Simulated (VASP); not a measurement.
Crystal: Be.

```
CELL_PARAMETERS angstrom
-1.34135 1.34135 5.70167
1.34135 -1.34135 5.70167
1.34135 1.34135 -5.70167
ATOMIC_POSITIONS crystal
Be 0.88905 0.88905 0.00000
Be 0.11095 0.11095 0.00000
Be 0.50000 0.50000 0.00000
Be 0.30556 0.30556 0.00000
Be 0.69444 0.69444 0.00000
```

- Program: VASP 6.6.1
- Task: relaxation of cell and atoms
- Functional: PBE
- Potentials or basis: VASP PAW PBE potentials, release 64 (Be)
- Cutoff: 600 eV
- k mesh: 8 × 8 × 8
- Occupations: gaussian, width 0.1 eV
- Spin: no spin polarisation

At the start: pressure -0.4 GPa; volume 8.21 Å³/atom.

**Question.** How do energy, volume and symmetry change on relaxing?

**Answer.** Over 12 steps the energy falls by 87.0 meV/atom and the volume is 7.84 Å³/atom (-4.5 %); space group I4/mmm (No. 139, to 0.1 Å) before, Im-3m (No. 229, to 0.1 Å).

The path:
```tsv
step	energy change (eV)	largest force (eV/Å)	pressure (GPa)	volume (Å³)
1	0.0000	1.4454	-0.42	41.03
2	-0.2931	0.5806	-2.29	40.89
3	-0.3634	0.3817	-3.00	40.72
4	-0.3640	0.3233	-2.97	40.73
5	-0.3997	0.1973	-0.40	39.69
6	-0.4045	0.1472	0.70	39.28
7	-0.4058	0.0670	2.68	38.47
8	-0.4276	0.0948	0.94	38.84
9	-0.4312	0.1544	0.35	39.01
10	-0.4263	0.2598	-0.62	39.32
11	-0.4317	0.1819	0.11	39.08
12	-0.4351	0.0393	-0.23	39.18
```

Final structure:
```
Be
1.0
    -1.24541    1.24541    6.31469
     1.24541   -1.24541    6.31469
     1.24541    1.24541   -6.31469
Be
5
Direct
  0.90046 0.90046 0.00000
  0.09954 0.09954 0.00000
  0.50000 0.50000 0.00000
  0.30041 0.30041 0.00000
  0.69959 0.69959 0.00000
```
